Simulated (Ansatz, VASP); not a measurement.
**Al2GaSb3: VASP beside Ansatz**

```
Al Ga Sb
1.0
     4.57813    0.00000    0.00000
    -2.28906    3.96478    0.00000
     0.00000    0.00000    7.58371
Al Ga Sb
2 1 3
Direct
  0.33333 0.66667 0.73049
  0.33333 0.66667 0.26186
  0.00000 0.00000 0.53562
  0.66667 0.33333 0.47781
  0.66667 0.33333 0.04455
  0.00000 0.00000 0.94968
```

Change from the starting cell: species swapped into the Ho2Ga3Cu type (P3m1, No. 156).

Alike in both runs: task single point; functional PBE; k mesh 6 × 6 × 2; occupations gaussian, width 0.1 eV; no spin polarisation.

|  | VASP | Ansatz |
| --- | --- | --- |
| version | VASP 6.6.1 | Ansatz 0.2.0 |
| potentials or method | VASP PAW PBE potentials, release 64 (Al, Ga_d, Sb), cutoff 520 eV | scalar-relativistic, plane waves, PAW |
| valence electrons in the cell | 34 | 64 |

VASP gave:

* gap on the k mesh at the Fermi level (eV): none
* pressure (GPa): 9.1
* traceless stress, the component that is largest in VASP (GPa): -5.81
* rms of the force components (eV/Å): 0.474

Problem. Which values does Ansatz return?

Solution. gap on the k mesh at the Fermi level (eV): none; pressure (GPa): 9.0; traceless stress, the component that is largest in VASP (GPa): -5.69; rms of the force components (eV/Å): 0.469.

Atom by atom the forces differ by 0.005 eV/Å (rms over components). A gap of «none» marks a metal or a gap that the smearing closes. The functional is the same, so the differences come from potentials, cutoffs and numerics. VASP's potentials hold 34 valence electrons a cell and Ansatz's 64, so a difference there can come from the potentials and not from the codes.

The k mesh is coarse, so the values compare programs but aren't converged. Spin-orbit coupling is off throughout.
